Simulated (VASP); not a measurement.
# MgS (F-43m) in VASP: settings compared

MgS is run at these levels: PBE+D3(BJ), PBE+D4, PBE; tasks: single point, relaxation of cell and atoms.

Program: VASP 6.6.1. These are calculated values, not measurements. Logs are shortened: lines on timing, memory, paths and dates and some standing lists are left out, and cuts for length are marked.

### 1 The cell of the first run

The structure is cubic, space group F-43m (No. 216). The conventional cell has a = 5.626 Å, b = 5.626 Å, c = 5.626 Å, α = 90.00°, β = 90.00°, γ = 90.00°. Within 3.2 Å of S (site symmetry -43m) lie 4 Mg at 2.44 Å. Within 3.2 Å of Mg (site symmetry -43m) lie 4 S at 2.44 Å.

### 2 Single point, PBE+D3(BJ)

Input file INCAR:

```
ALGO = Normal
EDIFF = 1E-6
ENCUT = 520
GGA = PE
ISIF = 2
ISMEAR = -1
IVDW = 12
LASPH = True
LCHARG = True
LELF = True
LREAL = False
LVHAR = True
LWAVE = False
NBANDS = 11
NELM = 60
PREC = Accurate
SIGMA = 0.05
```

Input file KPOINTS:

```
k-points
0
Gamma
  8 8 8
```

Input file POSCAR:

```
MgS
1.0
    0.0000000000      2.8131733864      2.8131733864
    2.8131733864      0.0000000000      2.8131733864
    2.8131733864      2.8131733864      0.0000000000
S Mg
1 1
Direct
    0.2500000000      0.2500000000      0.2500000000
    0.0000000000      0.0000000000      0.0000000000
```

Potentials or basis: VASP PAW PBE potentials, release 64 (S, Mg).

On the command line:

```bash
$ cat potpaw_PBE.64/S/POTCAR potpaw_PBE.64/Mg/POTCAR > POTCAR
$ mpirun -np 1 vasp_std > vasp.out
```

OUTCAR:

```text
EDIFF = 1E-6
   ENCUT = 520
   GGA = PE
   ISIF = 2
   ISMEAR = -1
   IVDW = 12
   LASPH = True
   LREAL = False
   NELM = 60
   PREC = Accurate
 IVDW          = 12

 ion  position               nearest neighbor table
   1  0.250  0.250  0.250-   2 2.44   2 2.44   2 2.44   2 2.44
   2  0.000  0.000  0.000-   1 2.44   1 2.44   1 2.44   1 2.44

  LATTYP: Found a face centered cubic cell.
 ALAT       =     5.6263467728

  Lattice vectors:

 A1 = (   0.0000000000,   2.8131733864,   2.8131733864)
 A2 = (   2.8131733864,   0.0000000000,   2.8131733864)
 A3 = (   2.8131733864,   2.8131733864,   0.0000000000)

Analysis of symmetry for initial positions (statically):
=====================================================================
 Subroutine PRICEL returns:
 Original cell was already a primitive cell.

 Routine SETGRP: Setting up the symmetry group for a
 face centered cubic supercell.

 Subroutine GETGRP returns: Found 24 space group operations
 (whereof 24 operations were pure point group operations)
 out of a pool of 48 trial point group operations.

The static configuration has the point symmetry T_d .

Analysis of symmetry for dynamics (positions and initial velocities):
=====================================================================
 Subroutine PRICEL returns:
 Original cell was already a primitive cell.

 Routine SETGRP: Setting up the symmetry group for a
 face centered cubic supercell.

 Subroutine GETGRP returns: Found 24 space group operations
 (whereof 24 operations were pure point group operations)
 out of a pool of 48 trial point group operations.

The dynamic configuration has the point symmetry T_d .

 Subroutine INISYM returns: Found 24 space group operations
 (whereof 24 operations are pure point group operations),
 and found     1 'primitive' translations

----------------------------------------------------------------------------------------

                                     Primitive cell

  volume of cell :      44.5266

  direct lattice vectors                    reciprocal lattice vectors
     0.000000000  2.813173386  2.813173386    -0.177735223  0.177735223  0.177735223
     2.813173386  0.000000000  2.813173386     0.177735223 -0.177735223  0.177735223
     2.813173386  2.813173386  0.000000000     0.177735223  0.177735223 -0.177735223

  length of vectors
     3.978427956  3.978427956  3.978427956     0.307846437  0.307846437  0.307846437

  position of ions in fractional coordinates (direct lattice)
     0.250000000  0.250000000  0.250000000
     0.000000000  0.000000000  0.000000000

  ion indices of the primitive-cell ions
   primitive index   ion index
                 1           1
                 2           2

----------------------------------------------------------------------------------------

 KPOINTS: k-points

Automatic generation of k-mesh.
 Grid dimensions read from file:
 generate k-points for:    8    8    8

 Generating k-lattice:

  Cartesian coordinates                     Fractional coordinates (reciprocal lattice)
    -0.022216903  0.022216903  0.022216903     0.125000000  0.000000000  0.000000000
     0.022216903 -0.022216903  0.022216903     0.000000000  0.125000000  0.000000000
     0.022216903  0.022216903 -0.022216903     0.000000000  0.000000000  0.125000000

  Length of vectors
     0.038480805  0.038480805  0.038480805

  Shift w.r.t. Gamma in fractional coordinates (k-lattice)
     0.000000000  0.000000000  0.000000000

 Subroutine IBZKPT returns following result:
 ===========================================

 Found     29 irreducible k-points:

 Following reciprocal coordinates:
            Coordinates               Weight
  0.000000  0.000000  0.000000      1.000000
  0.125000  0.000000  0.000000      8.000000
  0.250000  0.000000  0.000000      8.000000
  0.375000  0.000000  0.000000      8.000000
  0.500000  0.000000  0.000000      4.000000
  0.125000  0.125000  0.000000      6.000000
[... 16 lines left out ...]
  0.500000  0.250000  0.125000     48.000000
 -0.375000  0.250000  0.125000     24.000000
 [... further k-points ...]
   k-points           NKPTS =     29   k-points in BZ     NKDIM =     29   number of bands    NBANDS=     11
   number of dos      NEDOS =    301   number of ions     NIONS =      2
   total plane-waves  NPLWV =  27000
   dimension x,y,z NGX =    30 NGY =   30 NGZ =   30
   dimension x,y,z NGXF=    60 NGYF=   60 NGZF=   60
   ions per type =               1   1
   NGX,Y,Z   is equivalent  to a cutoff of  12.54, 12.54, 12.54 a.u.
   NGXF,Y,Z  is equivalent  to a cutoff of  25.07, 25.07, 25.07 a.u.
 SYSTEM =  unknown system
   PREC   = accura    normal or accurate (medium, high low for compatibility)
   ISTART =      0    job   : 0-new  1-cont  2-samecut
   ICHARG =      2    charge: 1-file 2-atom 10-const
   ISPIN  =      1    spin polarized calculation?
   LNONCOLLINEAR =      F non collinear calculations
   LSORBIT =      F    spin-orbit coupling
   LASPH  =      T    aspherical Exc in radial PAW
   ENCUT  =  520.0 eV  38.22 Ry    6.18 a.u.   7.40  7.40  7.40*2*pi/ulx,y,z
   NELM   =     60;   NELMIN=  2; NELMDL= -5     # of ELM steps
   EDIFF  = 0.1E-05   stopping-criterion for ELM
   LREAL  =      F    real-space projection
   EDIFFG = 0.1E-04   stopping-criterion for IOM
   NSW    =      0    number of steps for IOM
   IBRION =     -1    ionic relax: 0-MD 1-quasi-New 2-CG
   NFREE  =      0    steps in history (QN), initial steepest desc. (CG)
   ISIF   =      2    stress and relaxation
   ISYM   =      2    0-nonsym 1-usesym 2-fastsym
   POTIM  = 0.5000    time-step for ionic-motion
   TEBEG  =    0.0;   TEEND  =   0.0 temperature during run
   PSTRESS=    0.0 pullay stress
   NELECT =       8.0000    total number of electrons
   NUPDOWN=      -1.0000    fix difference up-down
   EMIN   =  10.00;   EMAX   =-10.00  energy-range for DOS
   EFERMI =   0.00;   METHOD = LEGACY
   ISMEAR =    -1;   SIGMA  =   0.05  broadening in eV -4-tet -1-fermi 0-gaus
   EFERMI_NEDOS =   21; number of points for ismear=-14 and -15
   IALGO  =     38    algorithm
   IMIX   =      4    mixing-type and parameters
     AMIX     =   0.40;   BMIX     =  1.00
     AMIX_MAG =   1.60;   BMIX_MAG =  1.00
  volume/ion in A,a.u.               =      22.26       150.24
  Fermi-wavevector in a.u.,A,eV,Ry     =   0.923772  1.745677 11.610606  0.853355
  Thomas-Fermi vector in A             =   2.049446
   LORBIT       =      0    0 simple, 1 ext, 2 COOP (PROOUT), +10 PAW based schemes
   GGA     = PE    functional components
   LHFCALC =     F    Hartree Fock is set to
   AEXX    =    0.0000 exact exchange contribution
   IVDW    =    12    specifies the selected vdW correction
   LEPSILON=     F    determine dielectric tensor
   LRPA    =     F    only Hartree local field effects (RPA)
 non-spin polarized calculation
  energy-cutoff  :      520.00
  volume of cell :       44.53
 maximum number of plane-waves:      1243
 NGX is ok and might be reduce to    30
   NGX = 15   NGY = 15   NGZ = 15

 number of electron       8.0000001 magnetization

 Free energy of the ion-electron system (eV)
  ---------------------------------------------------
  ext. energy  EPLUGINS =         0.00000000
  ---------------------------------------------------
  free energy    TOTEN  =        -8.46257469 eV

  energy without entropy =       -8.46257469  energy(sigma->0) =       -8.46257469

 E-fermi :   2.2470     XC(G=0):  -8.4627

 val. band max:        1.1815431741   @ k =   0.0000   0.0000   0.0000
 cond. band min:       4.7343946890   @ k =   0.0000   0.0000   0.0000
 fundamental gap:      3.5528515148
 Fermi energy:         2.2469815514

 k-point     1 :       0.0000    0.0000    0.0000
  band No.  band energies     occupation
      1     -10.1485      2.00000
      2       1.1815      2.00000
      3       1.1815      2.00000
      4       1.1815      2.00000
      5       4.7344      0.00000
      6       9.1802      0.00000
      7       9.1802      0.00000
      8       9.1802      0.00000
      9      12.0519      0.00000
     10      12.0519      0.00000
     11      15.0622      0.00000

 k-point     2 :       0.1250    0.0000    0.0000
  band No.  band energies     occupation
      1     -10.0580      2.00000
      2       0.4922      2.00000
      3       1.1274      2.00000
      4       1.1274      2.00000
      5       5.3978      0.00000
      6       8.9966      0.00000
      7       9.3607      0.00000
      8       9.3607      0.00000
      9      11.5918      0.00000
     10      11.5918      0.00000
     11      14.4002      0.00000

 k-point     3 :       0.2500    0.0000    0.0000
  band No.  band energies     occupation
      1      -9.8231      2.00000
      2      -0.7007      2.00000
      3       1.0052      2.00000
      4       1.0052      2.00000
      5       6.2448      0.00000
      6       9.0530      0.00000
      7       9.3900      0.00000
      8       9.3900      0.00000
      9      11.6550      0.00000
     10      11.6550      0.00000
     11      13.5324      0.00000

 k-point     4 :       0.3750    0.0000    0.0000
  band No.  band energies     occupation
      1      -9.5594      2.00000
      2      -1.6478      2.00000
      3       0.8933      2.00000
      4       0.8933      2.00000
      5       6.4022      0.00000
      6       9.0211      0.00000
      7       9.0211      0.00000
      8       9.6382      0.00000
      9      12.9752      0.00000
     10      12.9752      0.00000
     11      13.5514      0.00000
[... 239 lines left out ...]
 k-point    22 :       0.3750    0.2500    0.1250
  band No.  band energies     occupation
      1      -9.6410      2.00000
      2      -0.9090      2.00000
      3       0.3207      2.00000
      4       0.7981      2.00000
      5       6.9634      0.00000
      6       8.1885      0.00000
      7       8.8207      0.00000
      8      10.4658      0.00000
      9      10.9698      0.00000
     10      13.6468      0.00000
     11      15.7237      0.00000

 k-point    23 :       0.5000    0.2500    0.1250
  band No.  band energies     occupation
      1      -9.4219      2.00000
      2      -1.4242      2.00000
      3      -0.0343      2.00000
      4       0.6186      2.00000
      5       7.2058      0.00000
      6       8.0212      0.00000
      7       9.1570      0.00000
      8      10.3000      0.00000
      9      12.1324      0.00000
     10      14.8121      0.00000
     11      15.3234      0.00000

 k-point    24 :      -0.3750    0.2500    0.1250
  band No.  band energies     occupation
      1      -9.3243      2.00000
      2      -1.6474      2.00000
      3      -0.1396      2.00000
      4       0.5221      2.00000
      5       7.2690      0.00000
      6       7.7413      0.00000
      7      10.0197      0.00000
      8      10.0956      0.00000
      9      12.6832      0.00000
     10      14.1240      0.00000
     11      15.4869      0.00000

 [... further k-points ...]

------------------------ aborting loop because EDIFF is reached ----------------------------------------

 Edisp (eV)   -0.55251

 E8    (eV) :    -0.2220

  FORCE on cell =-STRESS in cart. coord.  units (eV):
  Direction    XX          YY          ZZ          XY          YZ          ZX
  --------------------------------------------------------------------------------------
  -------------------------------------------------------------------------------------
  Total      -0.03785    -0.03785    -0.03785    -0.00000     0.00000    -0.00000
  in kB      -1.36179    -1.36179    -1.36179    -0.00000     0.00000    -0.00000
  external pressure =       -1.36 kB  Pullay stress =        0.00 kB

 VOLUME and BASIS-vectors are now :
 -----------------------------------------------------------------------------
  energy-cutoff  :      520.00
  volume of cell :       44.53
      direct lattice vectors                 reciprocal lattice vectors
     0.000000000  2.813173386  2.813173386    -0.177735223  0.177735223  0.177735223
     2.813173386  0.000000000  2.813173386     0.177735223 -0.177735223  0.177735223
     2.813173386  2.813173386  0.000000000     0.177735223  0.177735223 -0.177735223

 POSITION                                       TOTAL-FORCE (eV/Angst)
 -----------------------------------------------------------------------------------
      1.40659      1.40659      1.40659        -0.000000     -0.000000     -0.000000
      0.00000      0.00000      0.00000         0.000000      0.000000      0.000000
 -----------------------------------------------------------------------------------
    total drift:                               -0.000000     -0.000000     -0.000000

  FREE ENERGIE OF THE ION-ELECTRON SYSTEM (eV)
  ---------------------------------------------------
  free  energy   TOTEN  =        -9.0150879338 eV

  energy  without entropy=       -9.0150879338  energy(sigma->0) =       -9.01508793
```

Run time: 21 s. Hardware: 1 thread of Intel Xeon 8259CL, shared host; peak memory 0.18 GiB.

What came out:

```yaml
Free_energy: -9.0151 eV
Pressure: -0.1 GPa
Band_gap_on_the_k_mesh: 3.55 eV, direct
Dispersion_energy_per_atom: -0.276 eV
```

Levels at points of the mesh, in eV from the valence-band top:
```csv
k point,band 1,band 2,band 3,band 4,band 5,band 6,band 7,band 8
"(0.00, 0.00, 0.00)",-11.33,0.00,0.00,0.00,3.55,8.00,8.00,8.00
"(0.50, 0.00, 0.00)",-10.62,-3.19,-0.33,-0.33,5.18,7.67,7.67,8.70
"(0.50, 0.50, 0.00)",-10.39,-2.86,-1.05,-1.05,3.87,5.67,11.34,12.45
```

A k mesh can miss the band edges.

### 3 Single point, PBE+D3(BJ)

This run uses another cell than the first one, of 22.33 Å³/atom, 1.003 times its volume.

Input file INCAR:

```
SYSTEM = MgS
PREC     = Accurate       ! precision mode
ENCUT    = 520            ! plane-wave cutoff, eV
EDIFF    = 1E-6           ! SCF threshold, eV
ISMEAR   = -1             ! smearing method
SIGMA    = 0.05           ! smearing width, eV
LREAL    = .FALSE.        ! projectors in reciprocal space
LASPH    = .TRUE.         ! aspherical terms in the spheres
NELM     = 100            ! most SCF steps
ALGO     = Normal         ! electronic algorithm
ISIF     = 2              ! what is computed and relaxed
LWAVE    = .FALSE.        ! write WAVECAR
LCHARG   = .TRUE.         ! write CHGCAR
GGA      = PE             ! functional
IVDW     = 12             ! dispersion correction
LELF     = .TRUE.         ! ELF
LVHAR    = .TRUE.       
NBANDS   = 11             ! bands
```

Input file KPOINTS:

```
Automatic mesh
0
G
  8 8 8
  0 0 0
```

Input file POSCAR:

```
MgS
1.0
    0.0000000000      2.8161714079      2.8161714079
    2.8161714079      0.0000000000      2.8161714079
    2.8161714079      2.8161714079      0.0000000000
S Mg
1 1
Direct
    0.2500000000      0.2500000000      0.2500000000
    0.0000000000      0.0000000000      0.0000000000
```

Potentials or basis: VASP PAW PBE potentials, release 64 (S, Mg).

On the command line:

```bash
$ cat potpaw_PBE.64/S/POTCAR potpaw_PBE.64/Mg/POTCAR > POTCAR
$ mpirun -np 1 vasp_std > vasp.out
```

Wall time 24 s (1 thread of Intel Xeon 8259CL, shared host); peak memory 0.18 GiB.

The run converged. Its results:

```yaml
Free_energy: -9.0149 eV
Pressure: -0.3 GPa
Band_gap_on_the_k_mesh: 3.54 eV, direct
Dispersion_energy_per_atom: -0.275 eV
```

Levels at points of the mesh, in eV from the valence-band top:
```tsv
k point	band 2	band 3	band 4	band 5	band 6	band 7
(0.00, 0.00, 0.00)	0.00	0.00	0.00	3.54	7.99	7.99
(0.50, 0.00, 0.00)	-3.18	-0.33	-0.33	5.17	7.66	7.66
(0.50, 0.50, 0.00)	-2.85	-1.05	-1.05	3.87	5.67	11.31
```

Caveat: three body term missing. A k mesh can miss the band edges.

### 4 Single point, PBE+D3(BJ)

This run uses another cell than the first one, of 22.74 Å³/atom, 1.021 times its volume.

Changes to INCAR since step 3:

```diff
@@ -8,3 +8,3 @@
 LASPH    = .TRUE.         ! aspherical terms in the spheres
-NELM     = 100            ! most SCF steps
+NELM     = 80             ! most SCF steps
 ALGO     = Normal         ! electronic algorithm
```

Input file KPOINTS:

```
regular mesh
0
G
  8 8 8
  0 0 0
```

Input file POSCAR:

```
MgS
1.0
    0.0000000000      2.8331200468      2.8331200468
    2.8331200468      0.0000000000      2.8331200468
    2.8331200468      2.8331200468      0.0000000000
S Mg
1 1
Direct
    0.2500000000      0.2500000000      0.2500000000
    0.0000000000      0.0000000000      0.0000000000
```

On the command line:

```bash
$ cat potpaw_PBE.64/S/POTCAR potpaw_PBE.64/Mg/POTCAR > POTCAR
$ mpirun -np 1 vasp_std > vasp.out
```

Wall time 34 s (1 thread of Intel Xeon 8259CL, shared host); peak memory 0.18 GiB.

Results (log left out):

- Free energy: -9.0107 eV
- Pressure: -1.4 GPa
- Band gap on the k mesh: 3.45 eV, direct
- Dispersion energy per atom: -0.270 eV

Levels at points of the mesh, in eV from the valence-band top:
```tsv
k point	band 1	band 2	band 3	band 4	band 5	band 6	band 7	band 8
(0.00, 0.00, 0.00)	-11.26	0.00	0.00	0.00	3.45	7.94	7.94	7.94
(0.50, 0.00, 0.00)	-10.58	-3.12	-0.33	-0.33	5.11	7.64	7.64	8.60
(0.50, 0.50, 0.00)	-10.36	-2.80	-1.03	-1.03	3.89	5.65	11.14	12.28
```

Caveat: three body term missing. A k mesh can miss the band edges.

(Part 1 of 2 ends here.)
